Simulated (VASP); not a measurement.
# Ru (P6/mmm) in VASP: notebook

Ru is run at these levels: PBEsol; tasks: relaxation of cell and atoms, single point.

Everything below comes from runs of VASP 6.6.1. Logs are shortened: lines on timing, memory, paths and dates and some standing lists are left out, and cuts for length are marked.

### Step 1. The cell of the first run

The structure is hexagonal, space group P6/mmm (No. 191). The conventional cell has a = 2.572 Å, b = 2.572 Å, c = 2.404 Å, α = 90.00°, β = 90.00°, γ = 120.00°. Ru (site symmetry 6/mmm) has 8 Ru at 2.40 to 2.57 Å within 3.2 Å.

### Step 2. Relaxation of cell and atoms, PBEsol

Input file INCAR:

```
PREC     = Accurate       # precision mode
ENCUT    = 600            # plane-wave cutoff, eV
EDIFF    = 1E-6           # SCF threshold, eV
ISMEAR   = 0              # smearing method
SIGMA    = 0.1            # smearing width, eV
LREAL    = False          # projectors in reciprocal space
LASPH    = True           # aspherical terms in the spheres
NELM     = 100            # most SCF steps
ALGO     = Normal         # electronic algorithm
ISIF     = 3              # what is computed and relaxed
LWAVE    = False          # write WAVECAR
LCHARG   = False          # write CHGCAR
GGA      = PS             # functional
IBRION   = 2              # ionic algorithm
NSW      = 90             # ionic steps
EDIFFG   = -0.04          # ionic threshold
```

Input file KPOINTS:

```
Automatic mesh
0
Gamma
  9 9 8
```

Input file POSCAR:

```
Ru
1.0
    2.5723315739      0.0000000000      0.0000000000
   -1.2861657869      2.2277044899      0.0000000000
    0.0000000000      0.0000000000      2.4035223143
Ru
1
Direct
    0.0000000000      0.0000000000      0.0000000000
```

Potentials or basis: VASP PAW PBE potentials, release 64 (Ru_pv).

The run is started by

```bash
> cat potpaw_PBE.64/Ru_pv/POTCAR > POTCAR
> mpirun -np 1 vasp_std > vasp.out
```

OUTCAR:

```text
PREC = Accurate
   ENCUT = 600
   EDIFF = 1E-6
   ISMEAR = 0
   LREAL = False
   LASPH = True
   NELM = 100
   ISIF = 3
   GGA = PS
   IBRION = 2
   NSW = 90
   EDIFFG = -0.04

 ion  position               nearest neighbor table
   1  0.000  0.000  0.000-

  LATTYP: Found a hexagonal cell.
 ALAT       =     2.5723315739
 C/A-ratio  =     0.9343750000

  Lattice vectors:

 A1 = (   2.5723315739,   0.0000000000,   0.0000000000)
 A2 = (  -1.2861657869,   2.2277044899,   0.0000000000)
 A3 = (   0.0000000000,   0.0000000000,   2.4035223143)

Analysis of symmetry for initial positions (statically):
=====================================================================
 Subroutine PRICEL returns:
 Original cell was already a primitive cell.

 Routine SETGRP: Setting up the symmetry group for a
 hexagonal supercell.

 Subroutine GETGRP returns: Found 24 space group operations
 (whereof 24 operations were pure point group operations)
 out of a pool of 24 trial point group operations.

The static configuration has the point symmetry D_6h.

Analysis of symmetry for dynamics (positions and initial velocities):
=====================================================================
 Subroutine PRICEL returns:
 Original cell was already a primitive cell.

 Routine SETGRP: Setting up the symmetry group for a
 hexagonal supercell.

 Subroutine GETGRP returns: Found 24 space group operations
 (whereof 24 operations were pure point group operations)
 out of a pool of 24 trial point group operations.

The dynamic configuration has the point symmetry D_6h.

 Subroutine INISYM returns: Found 24 space group operations
 (whereof 24 operations are pure point group operations),
 and found     1 'primitive' translations

----------------------------------------------------------------------------------------

                                     Primitive cell

  volume of cell :      13.7731

  direct lattice vectors                    reciprocal lattice vectors
     2.572331574  0.000000000  0.000000000     0.388752372  0.224446286  0.000000000
    -1.286165787  2.227704490  0.000000000     0.000000000  0.448892573  0.000000000
     0.000000000  0.000000000  2.403522314     0.000000000  0.000000000  0.416056050

  length of vectors
     2.572331574  2.572331574  2.403522314     0.448892573  0.448892573  0.416056050

  position of ions in fractional coordinates (direct lattice)
     0.000000000  0.000000000  0.000000000

  ion indices of the primitive-cell ions
   primitive index   ion index
                 1           1

----------------------------------------------------------------------------------------

 KPOINTS: Automatic mesh

Automatic generation of k-mesh.
 Grid dimensions read from file:
 generate k-points for:    9    9    8

 Generating k-lattice:

  Cartesian coordinates                     Fractional coordinates (reciprocal lattice)
     0.043194708  0.024938476  0.000000000     0.111111111  0.000000000  0.000000000
     0.000000000  0.049876953  0.000000000     0.000000000  0.111111111  0.000000000
     0.000000000  0.000000000  0.052007006     0.000000000  0.000000000  0.125000000

  Length of vectors
     0.049876953  0.049876953  0.052007006

  Shift w.r.t. Gamma in fractional coordinates (k-lattice)
     0.000000000  0.000000000  0.000000000

 Subroutine IBZKPT returns following result:
 ===========================================

 Found     60 irreducible k-points:

 Following reciprocal coordinates:
            Coordinates               Weight
  0.000000  0.000000  0.000000      1.000000
  0.111111 -0.000000  0.000000      6.000000
  0.222222 -0.000000  0.000000      6.000000
  0.333333  0.000000  0.000000      6.000000
  0.444444 -0.000000  0.000000      6.000000
  0.111111  0.111111  0.000000      6.000000
[... 16 lines left out ...]
  0.333333  0.222222  0.125000     24.000000
  0.333333  0.333333  0.125000      4.000000
 [... further k-points ...]
   k-points           NKPTS =     60   k-points in BZ     NKDIM =     60   number of bands    NBANDS=     11
   number of dos      NEDOS =    301   number of ions     NIONS =      1
   total plane-waves  NPLWV =  11520
   dimension x,y,z NGX =    24 NGY =   24 NGZ =   20
   dimension x,y,z NGXF=    48 NGYF=   48 NGZF=   40
   ions per type =               1
   NGX,Y,Z   is equivalent  to a cutoff of  15.51, 15.51, 13.83 a.u.
   NGXF,Y,Z  is equivalent  to a cutoff of  31.02, 31.02, 27.67 a.u.
 SYSTEM =  unknown system
   PREC   = accura    normal or accurate (medium, high low for compatibility)
   ISTART =      0    job   : 0-new  1-cont  2-samecut
   ICHARG =      2    charge: 1-file 2-atom 10-const
   ISPIN  =      1    spin polarized calculation?
   LNONCOLLINEAR =      F non collinear calculations
   LSORBIT =      F    spin-orbit coupling
   LASPH  =      T    aspherical Exc in radial PAW
   ENCUT  =  600.0 eV  44.10 Ry    6.64 a.u.   5.14  5.14  4.80*2*pi/ulx,y,z
   NELM   =    100;   NELMIN=  2; NELMDL= -5     # of ELM steps
   EDIFF  = 0.1E-05   stopping-criterion for ELM
   LREAL  =      F    real-space projection
   EDIFFG = -.4E-01   stopping-criterion for IOM
   NSW    =     90    number of steps for IOM
   IBRION =      2    ionic relax: 0-MD 1-quasi-New 2-CG
   NFREE  =      1    steps in history (QN), initial steepest desc. (CG)
   ISIF   =      3    stress and relaxation
   ISYM   =      2    0-nonsym 1-usesym 2-fastsym
   POTIM  = 0.5000    time-step for ionic-motion
   TEBEG  =    0.0;   TEEND  =   0.0 temperature during run
   PSTRESS=    0.0 pullay stress
   NELECT =      14.0000    total number of electrons
   NUPDOWN=      -1.0000    fix difference up-down
   EMIN   =  10.00;   EMAX   =-10.00  energy-range for DOS
   EFERMI =   0.00;   METHOD = LEGACY
   ISMEAR =     0;   SIGMA  =   0.10  broadening in eV -4-tet -1-fermi 0-gaus
   EFERMI_NEDOS =   21; number of points for ismear=-14 and -15
   IALGO  =     38    algorithm
   IMIX   =      4    mixing-type and parameters
     AMIX     =   0.40;   BMIX     =  1.00
     AMIX_MAG =   1.60;   BMIX_MAG =  1.00
  volume/ion in A,a.u.               =      13.77        92.95
  Fermi-wavevector in a.u.,A,eV,Ry     =   1.646038  3.110561 36.864199  2.709442
  Thomas-Fermi vector in A             =   2.735734
   LORBIT       =      0    0 simple, 1 ext, 2 COOP (PROOUT), +10 PAW based schemes
   GGA     = PS    functional components
   LHFCALC =     F    Hartree Fock is set to
   AEXX    =    0.0000 exact exchange contribution
   IVDW    =     0    specifies the selected vdW correction
   LEPSILON=     F    determine dielectric tensor
   LRPA    =     F    only Hartree local field effects (RPA)
 conjugate gradient relaxation of ions
 non-spin polarized calculation
 Gauss-broadening in eV      SIGMA  =   0.10
  energy-cutoff  :      600.00
  volume of cell :       13.77
 maximum number of plane-waves:       469
 NGX is ok and might be reduce to    24
   NGX = 11   NGY = 11   NGZ =  9

--------------------------------------- Ionic step        1  -------------------------------------------

 number of electron      14.0000000 magnetization

 Free energy of the ion-electron system (eV)
  ---------------------------------------------------
  ext. energy  EPLUGINS =         0.00000000
  ---------------------------------------------------
  free energy    TOTEN  =        -9.25799182 eV

  energy without entropy =       -9.25293989  energy(sigma->0) =       -9.25546586

------------------------ aborting loop because EDIFF is reached ----------------------------------------

  FORCE on cell =-STRESS in cart. coord.  units (eV):
  Direction    XX          YY          ZZ          XY          YZ          ZX
  --------------------------------------------------------------------------------------
  -------------------------------------------------------------------------------------
  Total        1.4072767      1.4072767      1.2667537      0.0000000      0.0000000     -0.0000000
  in kB      163.7032851    163.7032851    147.3567589      0.0000000      0.0000000     -0.0000000
  external PRESSURE =     158.2544430 kB  Pullay stress =       0.0000000 kB
[... 20 lines left out ...]
  energy  without entropy=       -9.2529398921  energy(sigma->0) =       -9.25546586

--------------------------------------- Ionic step        2  -------------------------------------------

 number of electron      14.0000007 magnetization

 E-fermi :   9.3870     XC(G=0): -12.9561

 val. band max:        9.3857862252   @ k =   0.2222  -0.0000   0.2500
 cond. band min:       9.3980201337   @ k =   0.3333   0.2222   0.1250
 fundamental gap:      0.0122339085
 Fermi energy:         9.3870378674

 k-point     1 :       0.0000    0.0000    0.0000
  band No.  band energies     occupation
      1     -32.8666      2.00000
      2     -32.8666      2.00000
      3     -32.8335      2.00000
      4       2.5580      2.00000
      5       4.6805      2.00000
      6       7.4402      2.00000
      7       7.4402      2.00000
      8      10.9509      0.00000
      9      10.9509      0.00000
     10      20.2827      0.00000
     11      24.3928      0.00000
[... 309 lines left out ...]
 k-point    24 :       0.3333    0.3333    0.1250
  band No.  band energies     occupation
      1     -33.3034      2.00000
      2     -33.3034      2.00000
      3     -32.8863      2.00000
      4       6.3976      2.00000
      5       6.6666      2.00000
      6       6.6666      2.00000
      7       8.9779      2.00000
      8       8.9779      2.00000
      9      16.7328      0.00000
     10      17.0767      0.00000
     11      17.0767      0.00000

 [... further k-points ...]
[... 5 lines left out ...]
  --------------------------------------------------------------------------------------
  -------------------------------------------------------------------------------------
  Total       -2.8281423     -2.8281423     -3.0412568     -0.0000000     -0.0000000      0.0000000
  in kB     -271.8719828   -271.8719828   -292.3588789     -0.0000000     -0.0000000      0.0000000
  external PRESSURE =    -278.7009482 kB  Pullay stress =       0.0000000 kB
[... 125 lines left out ...]
  energy  without entropy=       -9.2855711886  energy(sigma->0) =       -9.28866567

--------------------------------------- Ionic step        6  -------------------------------------------

 number of electron      14.0000004 magnetization

 Free energy of the ion-electron system (eV)
  ---------------------------------------------------
  ext. energy  EPLUGINS =         0.00000000
  ---------------------------------------------------
  free energy    TOTEN  =        -9.29192019 eV

  energy without entropy =       -9.28470781  energy(sigma->0) =       -9.28831400

 E-fermi :  11.6694     XC(G=0): -13.7894

 val. band max:       11.6506902159   @ k =   0.3333   0.2222   0.1250
 cond. band min:      11.6864518402   @ k =   0.1111   0.1111   0.2500
 fundamental gap:      0.0357616244
 Fermi energy:        11.6694410403

 k-point     1 :       0.0000    0.0000    0.0000
  band No.  band energies     occupation
      1     -30.6348      2.00000
      2     -30.6348      2.00000
      3     -30.5644      2.00000
      4       4.0053      2.00000
      5       5.9667      2.00000
      6       9.2521      2.00000
      7       9.2521      2.00000
      8      13.6585      0.00000
      9      13.6585      0.00000
     10      22.4278      0.00000
     11      26.7152      0.00000
[... 309 lines left out ...]
 k-point    24 :       0.3333    0.3333    0.1250
  band No.  band energies     occupation
      1     -31.3338      2.00000
      2     -31.3338      2.00000
      3     -30.6400      2.00000
      4       8.1663      2.00000
      5       8.3730      2.00000
      6       8.3730      2.00000
      7      11.1232      2.00000
      8      11.1232      2.00000
      9      20.0996      0.00000
     10      20.3596      0.00000
     11      20.3596      0.00000

 [... further k-points ...]
[... 5 lines left out ...]
  --------------------------------------------------------------------------------------
  -------------------------------------------------------------------------------------
  Total        0.0174426      0.0174426      0.0338419      0.0000000     -0.0000000     -0.0000000
  in kB        1.9305628      1.9305628      3.7456493      0.0000000     -0.0000000     -0.0000000
  external PRESSURE =       2.5355916 kB  Pullay stress =       0.0000000 kB
[... 16 lines left out ...]
  FREE ENERGIE OF THE ION-ELECTRON SYSTEM (eV)
  ---------------------------------------------------
  free  energy   TOTEN  =        -9.2919201929 eV

  energy  without entropy=       -9.2847078124  energy(sigma->0) =       -9.28831400

 reached required accuracy - stopping structural energy minimisation
```

It took 15 s on 1 thread of Intel Xeon 6975P-C (Granite Rapids), shared host; peak memory 0.15 GiB.

Results:

| Quantity | Value |
| --- | --- |
| Free energy | -9.2919 eV |
| Relaxed volume | 14.48 Å³/atom |
| Relaxed cell | a = 2.621 Å, b = 2.621 Å, c = 2.433 Å, α = 90.00°, β = 90.00°, γ = 120.00° |
| Space group after relaxing (to 0.05 Å) | P6/mmm (No. 191) |
| Energy gained by relaxing | 33.9 meV/atom |
| Ionic steps | 6 |
| Pressure after relaxing | 0.3 GPa |
| Band gap on the k mesh | zero (band 7 reaches 14.02 eV, above the bottom of band 8 at 10.52 eV) |

The path:
```
step  energy change (eV)  largest force (eV/Å)  pressure (GPa)  volume (Å³)
   1              0.0000                0.0000           15.83        13.77
   2              0.1833                0.0000          -27.87        16.67
   3             -0.0337                0.0000           -0.83        14.53
   4             -0.0338                0.0000           -0.08        14.49
   5             -0.0338                0.0000            0.20        14.48
   6             -0.0339                0.0000            0.25        14.48
```

Final structure:
```xyz
1
Lattice="2.6211 0.0000 0.0000 -1.3106 2.2699 0.0000 0.0000 0.0000 2.4330" Properties=species:S:1:pos:R:3 pbc="T T T"
Ru    0.0000    0.0000    0.0000
```

Caveat: the PAW data sets were made with another functional, which shifts forces and pressure a little.

### Step 3. Single point, PBEsol

This run uses another cell than the first one, of 14.50 Å³/atom, 1.053 times its volume.

Input file INCAR:

```
SYSTEM = Ru
PREC = Accurate
ENCUT = 520
EDIFF = 1E-6
ISMEAR = 0
SIGMA = 0.1
LREAL = .FALSE.
LASPH = .TRUE.
NELM = 60
ALGO = Fast
ISIF = 2
LWAVE = .FALSE.
LCHARG = .FALSE.
GGA = PS
NBANDS = 13
```

Input file KPOINTS:

```
Automatic mesh
0
G
  24 24 22
  0 0 0
```

Input file POSCAR:

```
Ru
1.0
    2.6271037100      0.0000000000      0.0000000000
   -1.3135518550      2.2751385513      0.0000000000
    0.0000000000      0.0000000000      2.4266038638
Ru
1
Direct
    0.0000000000      0.0000000000      0.0000000000
```

Potentials or basis: VASP PAW PBE potentials, release 64 (Ru_pv).

The run is started by

```bash
> cat potpaw_PBE.64/Ru_pv/POTCAR > POTCAR
> mpirun -np 1 vasp_std > vasp.out
```

Run time: 41 s. Hardware: 1 thread of Intel Xeon 6975P-C (Granite Rapids), shared host; peak memory 0.23 GiB.

Results (log left out):

| Item | Value |
| --- | --- |
| Free energy | -9.2629 eV |
| Pressure | 0.0 GPa |
| Band gap on the k mesh | zero (band 7 reaches 14.14 eV, above the bottom of band 8 at 10.33 eV) |

Stress tensor (GPa, compression positive):
```
-0.06  0.00  0.00
 0.00 -0.06  0.00
 0.00  0.00  0.26
```

Levels at points of the mesh, in eV from the Fermi level:
```tsv
k point	band 4	band 5	band 6	band 7	band 8	band 9	band 10	band 11
(0.00, 0.00, 0.00)	-7.66	-5.73	-2.42	-2.42	1.98	1.98	10.74	15.01
(0.50, 0.00, 0.00)	-5.96	-4.64	-0.55	0.56	1.44	2.18	8.84	10.74
(0.00, 0.00, 0.50)	-4.71	-1.68	-1.68	-1.02	-1.02	-0.29	8.66	10.75
(0.50, 0.00, 0.50)	-6.34	-4.56	-2.08	2.49	3.72	6.80	7.16	10.74
```

Caveat: the PAW data sets were made with another functional, which shifts forces and pressure a little.

### Step 4. Relaxation of cell and atoms, PBEsol

This run uses another cell than the first one, of 14.49 Å³/atom, 1.052 times its volume.

Input file INCAR:

```
SYSTEM = Ru
  PREC = Accurate
  ENCUT = 600
  EDIFF = 1E-7
  ISMEAR = 0
  SIGMA = 0.1
  LREAL = .FALSE.
  LASPH = .TRUE.
  NELM = 80
  ALGO = Fast
  ISIF = 3
  LWAVE = .FALSE.
  LCHARG = .FALSE.
  GGA = PS
  IBRION = 2
  NSW = 100
  EDIFFG = -0.01
```

Input file KPOINTS:

```
regular mesh
0
G
  24 24 22
  0 0 0
```

Input file POSCAR:

```
Ru
1.0
    2.6217344190      0.0000000000      0.0000000000
   -1.3108672095      2.2704886089      0.0000000000
    0.0000000000      0.0000000000      2.4334766073
Ru
1
Direct
    0.0000000000      0.0000000000      0.0000000000
```

The run is started by

```bash
> cat potpaw_PBE.64/Ru_pv/POTCAR > POTCAR
> mpirun -np 1 vasp_std > vasp.out
```

Run time: 2.1 min. Hardware: 1 thread of Intel Xeon 6975P-C (Granite Rapids), shared host; peak memory 0.27 GiB.

It converged, with:

* Free energy: -9.2631 eV
* Relaxed volume: 14.51 Å³/atom
* Relaxed cell: a = 2.626 Å, b = 2.626 Å, c = 2.429 Å, α = 90.00°, β = 90.00°, γ = 120.00°
* Space group after relaxing (to 0.05 Å): P6/mmm (No. 191)
* Energy gained by relaxing: 0.1 meV/atom
* Ionic steps: 5
* Pressure after relaxing: 0.0 GPa
* Band gap on the k mesh: zero (band 7 reaches 14.14 eV, above the bottom of band 8 at 10.33 eV)

Step by step:
```tsv
step	energy change (eV)	largest force (eV/Å)	pressure (GPa)	volume (Å³)
1	0.0000	0.0000	0.40	14.49
2	0.0001	0.0000	-1.03	14.56
3	-0.0001	0.0000	-0.20	14.52
4	-0.0001	0.0000	0.11	14.50
5	-0.0001	0.0000	0.01	14.51
```

Final structure:
```
Ru
1.0
     2.62598    0.00000    0.00000
    -1.31299    2.27417    0.00000
     0.00000    0.00000    2.42901
Ru
1
Direct
  0.00000 0.00000 0.00000
```

Levels at points of the mesh, in eV from the Fermi level:
```tsv
k point	band 5	band 6	band 7	band 8	band 9	band 10
(0.00, 0.00, 0.00)	-5.72	-2.41	-2.41	1.98	1.98	10.75
(0.50, 0.00, 0.00)	-4.62	-0.57	0.57	1.43	2.19	8.85
(0.00, 0.00, 0.50)	-1.69	-1.69	-1.01	-1.01	-0.30	8.63
(0.50, 0.00, 0.50)	-4.57	-2.06	2.50	3.71	6.79	7.15
```

Caveat: the PAW data sets were made with another functional, which shifts forces and pressure a little.

### Step 5. The runs side by side

```csv
task,cell,k mesh,cutoff (eV),gap on the mesh (eV),pressure (GPa),relaxed volume (Å³/atom)
relaxation of cell and atoms,"relaxed from a = 2.572, b = 2.572, c = 2.404 Å, angles 90.0, 90.0, 120.0°, 1 atom",9 × 9 × 8,600,none,0.3,14.48
single point,"a = 2.627, b = 2.627, c = 2.427 Å, angles 90.0, 90.0, 120.0°, 1 atom",24 × 24 × 22,520,none,0.0,-
relaxation of cell and atoms,"relaxed from a = 2.622, b = 2.622, c = 2.433 Å, angles 90.0, 90.0, 120.0°, 1 atom",24 × 24 × 22,600,none,0.0,14.51
```

Alike in all rows: level PBEsol; potentials or basis VASP PAW PBE potentials, release 64 (Ru_pv); no spin polarisation; smearing gaussian 0.1 eV.

Caveats: the PAW data sets were made with another functional, which shifts forces and pressure a little.

Total energies depend on the potentials used, so only differences within one code and one set of settings carry meaning.
